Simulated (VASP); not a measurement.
# Si (I4/mmm) in VASP: further runs

The runs below take Si through single point, with r2SCAN.

Program: VASP 6.6.1. These are calculated values, not measurements. Logs are shortened: lines on timing, memory, paths and dates and some standing lists are left out, and cuts for length are marked.

### 1 The cell of the first run

It takes space group I4/mmm (No. 139, tetragonal). Conventional cell: a = 3.205 Å, b = 3.205 Å, c = 2.601 Å, α = 90.00°, β = 90.00°, γ = 90.00°. Within 3.4 Å of Si (site symmetry 4/mmm) lie 14 Si at 2.60 to 3.21 Å.

### 2 Single point, r2SCAN (strain -0.015 along x and y, -0.015 along z)

POSCAR reads:

```
Si
1.0
   -1.6025112060      1.6025112060      1.3005249022
    1.6025112060     -1.6025112060      1.3005249022
    1.6025112060      1.6025112060     -1.3005249022
Si
1
Direct
    0.0000000000      0.0000000000      0.0000000000
```

INCAR.step1 reads:

```
SYSTEM = Si
  PREC = Accurate
  ENCUT = 520
  ISMEAR = 0
  SIGMA = 0.15
  LREAL = .FALSE.
  LASPH = .TRUE.
  NELM = 80
  NBANDS = 8
  GGA = PE
  ALGO = Normal
  EDIFF = 1E-4
  LWAVE = .TRUE.
  LCHARG = .FALSE.
```

INCAR.step2 reads:

```
SYSTEM = Si
  PREC = Accurate
  ENCUT = 520
  EDIFF = 1E-7
  ISMEAR = 0
  SIGMA = 0.15
  LREAL = .FALSE.
  LASPH = .TRUE.
  NELM = 80
  ALGO = Normal
  ISIF = 2
  LWAVE = .FALSE.
  LCHARG = .FALSE.
  METAGGA = R2SCAN
  LMIXTAU = .TRUE.
  NBANDS = 8
  ISTART = 1
```

KPOINTS reads:

```
Automatic mesh
0
G
  22 22 22
  0 0 0
```

Potentials or basis: VASP PAW PBE potentials, release 64 (Si).

Command:

```sh
$ cat potpaw_PBE.64/Si/POTCAR > POTCAR
$ cp INCAR.step1 INCAR
$ mpirun -np 1 vasp_std > vasp.out
$ cp INCAR.step2 INCAR
$ mpirun -np 1 vasp_std > vasp.out
```

OUTCAR:

```text
SYSTEM = Si
   PREC = Accurate
   ENCUT = 520
   EDIFF = 1E-7
   ISMEAR = 0
   LREAL = .FALSE.
   LASPH = .TRUE.
   NELM = 80
   ISIF = 2
   METAGGA = R2SCAN
   ISTART = 1

 ion  position               nearest neighbor table
   1  0.000  0.000  0.000-

  LATTYP: Found a body centered tetragonal cell.
 ALAT       =     3.2050224120
 C/A-ratio  =     0.8115543263

  Lattice vectors:

 A1 = (  -1.6025112060,   1.6025112060,   1.3005249022)
 A2 = (   1.6025112060,  -1.6025112060,   1.3005249022)
 A3 = (   1.6025112060,   1.6025112060,  -1.3005249022)

Analysis of symmetry for initial positions (statically):
=====================================================================
 Subroutine PRICEL returns:
 Original cell was already a primitive cell.

 Routine SETGRP: Setting up the symmetry group for a
 body centered tetragonal supercell.

 Subroutine GETGRP returns: Found 16 space group operations
 (whereof 16 operations were pure point group operations)
 out of a pool of 16 trial point group operations.

The static configuration has the point symmetry D_4h.

Analysis of symmetry for dynamics (positions and initial velocities):
=====================================================================
 Subroutine PRICEL returns:
 Original cell was already a primitive cell.

 Routine SETGRP: Setting up the symmetry group for a
 body centered tetragonal supercell.

 Subroutine GETGRP returns: Found 16 space group operations
 (whereof 16 operations were pure point group operations)
 out of a pool of 16 trial point group operations.

The dynamic configuration has the point symmetry D_4h.

 Subroutine INISYM returns: Found 16 space group operations
 (whereof 16 operations are pure point group operations),
 and found     1 'primitive' translations

----------------------------------------------------------------------------------------

                                     Primitive cell

  volume of cell :      13.3592

  direct lattice vectors                    reciprocal lattice vectors
    -1.602511206  1.602511206  1.300524902     0.000000000  0.312010299  0.384460151
     1.602511206 -1.602511206  1.300524902     0.312010299  0.000000000  0.384460151
     1.602511206  1.602511206 -1.300524902     0.312010299  0.312010299  0.000000000

  length of vectors
     2.612938834  2.612938834  2.612938834     0.495136379  0.495136379  0.441249196

  position of ions in fractional coordinates (direct lattice)
     0.000000000  0.000000000  0.000000000

  ion indices of the primitive-cell ions
   primitive index   ion index
                 1           1

----------------------------------------------------------------------------------------

 KPOINTS: Automatic mesh

Automatic generation of k-mesh.
 Grid dimensions read from file:
 generate k-points for:   22   22   22

 Generating k-lattice:

  Cartesian coordinates                     Fractional coordinates (reciprocal lattice)
     0.000000000  0.014182286  0.017475461     0.045454545  0.000000000 -0.000000000
     0.014182286  0.000000000  0.017475461     0.000000000  0.045454545 -0.000000000
     0.014182286  0.014182286  0.000000000     0.000000000  0.000000000  0.045454545

  Length of vectors
     0.022506199  0.022506199  0.020056782

  Shift w.r.t. Gamma in fractional coordinates (k-lattice)
     0.000000000  0.000000000  0.000000000

 Subroutine IBZKPT returns following result:
 ===========================================

 Found    834 irreducible k-points:

 Following reciprocal coordinates:
            Coordinates               Weight
  0.000000  0.000000  0.000000      1.000000
  0.045455  0.000000 -0.000000      8.000000
  0.090909  0.000000 -0.000000      8.000000
  0.136364  0.000000 -0.000000      8.000000
  0.181818  0.000000 -0.000000      8.000000
  0.227273  0.000000  0.000000      8.000000
[... 16 lines left out ...]
  0.500000  0.045455  0.000000     16.000000
 -0.454545  0.045455  0.000000     16.000000
 [... further k-points ...]
   k-points           NKPTS =    834   k-points in BZ     NKDIM =    834   number of bands    NBANDS=      8
   number of dos      NEDOS =    301   number of ions     NIONS =      1
   total plane-waves  NPLWV =   8000
   dimension x,y,z NGX =    20 NGY =   20 NGZ =   20
   dimension x,y,z NGXF=    40 NGYF=   40 NGZF=   40
   ions per type =               1
   NGX,Y,Z   is equivalent  to a cutoff of  12.72, 12.72, 12.72 a.u.
   NGXF,Y,Z  is equivalent  to a cutoff of  25.45, 25.45, 25.45 a.u.
 SYSTEM =  Si
   PREC   = accura    normal or accurate (medium, high low for compatibility)
   ISTART =      1    job   : 0-new  1-cont  2-samecut
   ICHARG =      0    charge: 1-file 2-atom 10-const
   ISPIN  =      1    spin polarized calculation?
   LNONCOLLINEAR =      F non collinear calculations
   LSORBIT =      F    spin-orbit coupling
   LASPH  =      T    aspherical Exc in radial PAW
   ENCUT  =  520.0 eV  38.22 Ry    6.18 a.u.   4.86  4.86  4.86*2*pi/ulx,y,z
   NELM   =     80;   NELMIN=  2; NELMDL=  0     # of ELM steps
   EDIFF  = 0.1E-06   stopping-criterion for ELM
   LREAL  =      F    real-space projection
   EDIFFG = 0.1E-05   stopping-criterion for IOM
   NSW    =      0    number of steps for IOM
   IBRION =     -1    ionic relax: 0-MD 1-quasi-New 2-CG
   NFREE  =      0    steps in history (QN), initial steepest desc. (CG)
   ISIF   =      2    stress and relaxation
   ISYM   =      2    0-nonsym 1-usesym 2-fastsym
   POTIM  = 0.5000    time-step for ionic-motion
   TEBEG  =    0.0;   TEEND  =   0.0 temperature during run
   PSTRESS=    0.0 pullay stress
   NELECT =       4.0000    total number of electrons
   NUPDOWN=      -1.0000    fix difference up-down
   EMIN   =  10.00;   EMAX   =-10.00  energy-range for DOS
   EFERMI =   0.00;   METHOD = LEGACY
   ISMEAR =     0;   SIGMA  =   0.15  broadening in eV -4-tet -1-fermi 0-gaus
   EFERMI_NEDOS =   21; number of points for ismear=-14 and -15
   IALGO  =     38    algorithm
   IMIX   =      4    mixing-type and parameters
     AMIX     =   0.40;   BMIX     =  1.00
     AMIX_MAG =   1.60;   BMIX_MAG =  1.00
  volume/ion in A,a.u.               =      13.36        90.15
  Fermi-wavevector in a.u.,A,eV,Ry     =   1.095220  2.069665 16.320271  1.199506
  Thomas-Fermi vector in A             =   2.231539
   LORBIT       =      0    0 simple, 1 ext, 2 COOP (PROOUT), +10 PAW based schemes
   METAGGA = R2SCAN    functional components
   LHFCALC =     F    Hartree Fock is set to
   AEXX    =    0.0000 exact exchange contribution
   IVDW    =     0    specifies the selected vdW correction
   LEPSILON=     F    determine dielectric tensor
   LRPA    =     F    only Hartree local field effects (RPA)
 non-spin polarized calculation
 Gauss-broadening in eV      SIGMA  =   0.15
  energy-cutoff  :      520.00
  volume of cell :       13.36
 maximum number of plane-waves:       371
   NGX =  9   NGY =  9   NGZ =  9

 number of electron       4.0000000 magnetization

 Free energy of the ion-electron system (eV)
  ---------------------------------------------------
  ext. energy  EPLUGINS =         0.00000000
  ---------------------------------------------------
  free energy    TOTEN  =        -8.08593522 eV

  energy without entropy =       -8.08191043  energy(sigma->0) =       -8.08392283

 E-fermi :  11.2459     XC(G=0): -12.2971

 val. band max:       11.2384947389   @ k =  -0.1818   0.4091   0.1364
 cond. band min:      11.2582200993   @ k =  -0.2273   0.3636   0.1818
 fundamental gap:      0.0197253604
 Fermi energy:        11.2459216597

 k-point     1 :       0.0000    0.0000    0.0000
  band No.  band energies     occupation
      1      -4.8695      2.00000
      2      21.4489      0.00000
      3      22.6188      0.00000
      4      22.6188      0.00000
      5      25.3529      0.00000
      6      27.1013      0.00000
      7      27.7262      0.00000
      8      27.7262      0.00000

 k-point     2 :       0.0455    0.0000   -0.0000
  band No.  band energies     occupation
      1      -4.7914      2.00000
      2      20.7825      0.00000
      3      22.3539      0.00000
      4      23.3467      0.00000
      5      24.9656      0.00000
      6      26.8800      0.00000
      7      27.2730      0.00000
      8      27.8515      0.00000

 k-point     3 :       0.0909    0.0000   -0.0000
  band No.  band energies     occupation
      1      -4.5570      2.00000
      2      19.8507      0.00000
      3      21.7665      0.00000
      4      23.3871      0.00000
      5      24.2255      0.00000
      6      26.5791      0.00000
      7      26.9312      0.00000
      8      28.1246      0.00000

 k-point     4 :       0.1364    0.0000   -0.0000
  band No.  band energies     occupation
      1      -4.1669      2.00000
      2      19.0045      0.00000
      3      21.1048      0.00000
      4      21.2224      0.00000
      5      23.9310      0.00000
      6      26.4860      0.00000
      7      27.0894      0.00000
      8      29.0448      0.00000

 k-point     5 :       0.1818    0.0000   -0.0000
  band No.  band energies     occupation
      1      -3.6221      2.00000
      2      18.2805      0.00000
      3      18.8904      0.00000
      4      20.4843      0.00000
      5      22.8698      0.00000
      6      25.6959      0.00000
      7      28.5389      0.00000
      8      30.2084      0.00000
[... 177 lines left out ...]
 k-point    22 :       0.4545    0.0455   -0.0000
  band No.  band energies     occupation
      1       3.7010      2.00000
      2       5.2341      2.00000
      3      16.0251      0.00000
      4      17.2861      0.00000
      5      19.4645      0.00000
      6      22.0765      0.00000
      7      30.9981      0.00000
      8      35.6061      0.00000

 k-point    23 :       0.5000    0.0455    0.0000
  band No.  band energies     occupation
      1       3.4075      2.00000
      2       5.5565      2.00000
      3      15.7456      0.00000
      4      17.5400      0.00000
      5      19.3750      0.00000
      6      22.2527      0.00000
      7      31.5738      0.00000
      8      35.0669      0.00000

 k-point    24 :      -0.4545    0.0455    0.0000
  band No.  band energies     occupation
      1       1.9586      2.00000
      2       7.3072      2.00000
      3      15.5934      0.00000
      4      17.8926      0.00000
      5      19.4269      0.00000
      6      22.6065      0.00000
      7      31.9297      0.00000
      8      34.9922      0.00000

 [... further k-points ...]

------------------------ aborting loop because EDIFF is reached ----------------------------------------

  FORCE on cell =-STRESS in cart. coord.  units (eV):
  Direction    XX          YY          ZZ          XY          YZ          ZX
  --------------------------------------------------------------------------------------
  -------------------------------------------------------------------------------------
  Total        0.4549192      0.4549192      0.2892200      0.0000000      0.0000000      0.0000000
  in kB       54.5587013     54.5587013     34.6863054      0.0000000      0.0000000      0.0000000
  external PRESSURE =      47.9345693 kB  Pullay stress =       0.0000000 kB

 VOLUME and BASIS-vectors are now :
 -----------------------------------------------------------------------------
  energy-cutoff  :      520.00
  volume of cell :       13.36
      direct lattice vectors                 reciprocal lattice vectors
    -1.602511206  1.602511206  1.300524902     0.000000000  0.312010299  0.384460151
     1.602511206 -1.602511206  1.300524902     0.312010299  0.000000000  0.384460151
     1.602511206  1.602511206 -1.300524902     0.312010299  0.312010299  0.000000000

 POSITION                                       TOTAL-FORCE (eV/Angst)
 -----------------------------------------------------------------------------------
      0.00000      0.00000      0.00000         0.000000     -0.000000      0.000000
 -----------------------------------------------------------------------------------
    total drift:                                0.000000      0.000000      0.000000

  FREE ENERGIE OF THE ION-ELECTRON SYSTEM (eV)
  ---------------------------------------------------
  free  energy   TOTEN  =        -8.0859352227 eV

  energy  without entropy=       -8.0819104298  energy(sigma->0) =       -8.08392283
```

Run time: 6.7 min. Hardware: 1 thread of Intel Xeon 8259CL, shared host; peak memory 0.18 GiB.

Results:

* Free energy: -8.0859 eV
* Pressure: 4.8 GPa
* Band gap on the k mesh: zero (bands 2 and 3 overlap by 14.37 eV)

Levels at points of the mesh, in eV from the Fermi level:
| k point | band 1 | band 2 | band 3 | band 4 | band 5 |
| --- | --- | --- | --- | --- | --- |
| (0.00, 0.00, 0.00) | -16.12 | 10.20 | 11.37 | 11.37 | 14.11 |
| (0.50, 0.00, 0.00) | -7.24 | -6.44 | 5.39 | 6.55 | 7.35 |
| (0.50, 0.50, 0.00) | -9.17 | -8.29 | 10.24 | 12.33 | 12.79 |
| (0.50, 0.50, 0.50) | -2.73 | -2.73 | -1.20 | 0.99 | 4.69 |

Caveat: the cell differs from its parent crystal (strain -0.015 along x and y, -0.015 along z); the cell stands under pressure; the PAW data sets were made with another functional, which shifts forces and pressure a little.

### 3 Single point, r2SCAN (strain -0.030 along x and y, +0.030 along z)

POSCAR reads:

```
Si
1.0
   -1.5781074821      1.5781074821      1.3599397455
    1.5781074821     -1.5781074821      1.3599397455
    1.5781074821      1.5781074821     -1.3599397455
Si
1
Direct
    0.0000000000      0.0000000000      0.0000000000
```

INCAR.step1 reads:

```
SYSTEM = Si
ALGO     = Normal         ! electronic algorithm
EDIFF    = 1E-4           ! SCF threshold, eV
ENCUT    = 520            ! plane-wave cutoff, eV
GGA      = PE             ! functional
ISMEAR   = 0              ! smearing method
LASPH    = .True.         ! aspherical terms in the spheres
LCHARG   = .False.        ! write CHGCAR
LREAL    = .False.        ! projectors in reciprocal space
LWAVE    = .True.         ! write WAVECAR
NBANDS   = 8              ! bands
NELM     = 100            ! most SCF steps
PREC     = Accurate       ! precision mode
SIGMA    = 0.15           ! smearing width, eV
```

INCAR.step2 reads:

```
SYSTEM = Si
ALGO     = Normal         ! electronic algorithm
EDIFF    = 1E-7           ! SCF threshold, eV
ENCUT    = 520            ! plane-wave cutoff, eV
ISIF     = 2              ! what is computed and relaxed
ISMEAR   = 0              ! smearing method
ISTART   = 1            
LASPH    = .True.         ! aspherical terms in the spheres
LCHARG   = .True.         ! write CHGCAR
LELF     = .True.         ! ELF
LMIXTAU  = .True.       
LREAL    = .False.        ! projectors in reciprocal space
LVHAR    = .True.       
LWAVE    = .False.        ! write WAVECAR
METAGGA  = R2SCAN         ! meta-GGA
NBANDS   = 8              ! bands
NELM     = 100            ! most SCF steps
PREC     = Accurate       ! precision mode
SIGMA    = 0.15           ! smearing width, eV
```

KPOINTS reads:

```
k-points
0
Gamma
  22 22 22
  0 0 0
```

Potentials or basis: VASP PAW PBE potentials, release 64 (Si).

Command:

```sh
$ cat potpaw_PBE.64/Si/POTCAR > POTCAR
$ cp INCAR.step1 INCAR
$ mpirun -np 1 vasp_std > vasp.out
$ cp INCAR.step2 INCAR
$ mpirun -np 1 vasp_std > vasp.out
```

Wall time 6 min (1 thread of Intel Xeon 8259CL, shared host); peak memory 0.19 GiB.

Results (log left out):

```yaml
Free_energy: -8.0748 eV
Pressure: 3.3 GPa
Band_gap_on_the_k_mesh: zero (bands 2 and 3 overlap by 15.64 eV)
```

Stress tensor (GPa, compression positive):
```
 5.13  0.00  0.00
 0.00  5.13  0.00
 0.00  0.00 -0.40
```

Levels at points of the mesh, in eV from the Fermi level:
```csv
k point,band 1,band 2,band 3,band 4,band 5,band 6,band 7
"(0.00, 0.00, 0.00)",-15.94,11.12,12.08,12.08,14.77,15.10,15.41
"(0.50, 0.00, 0.00)",-7.27,-6.75,5.53,6.93,7.79,10.49,21.04
"(0.50, 0.50, 0.00)",-8.64,-8.01,8.85,10.89,12.07,12.38,19.62
"(0.50, 0.50, 0.50)",-2.12,-2.12,-0.22,1.33,2.98,5.72,27.22
```

Caveat: the cell differs from its parent crystal (strain -0.030 along x and y, +0.030 along z); the stress differs along the axes, from -0 to 5 GPa; the PAW data sets were made with another functional, which shifts forces and pressure a little.
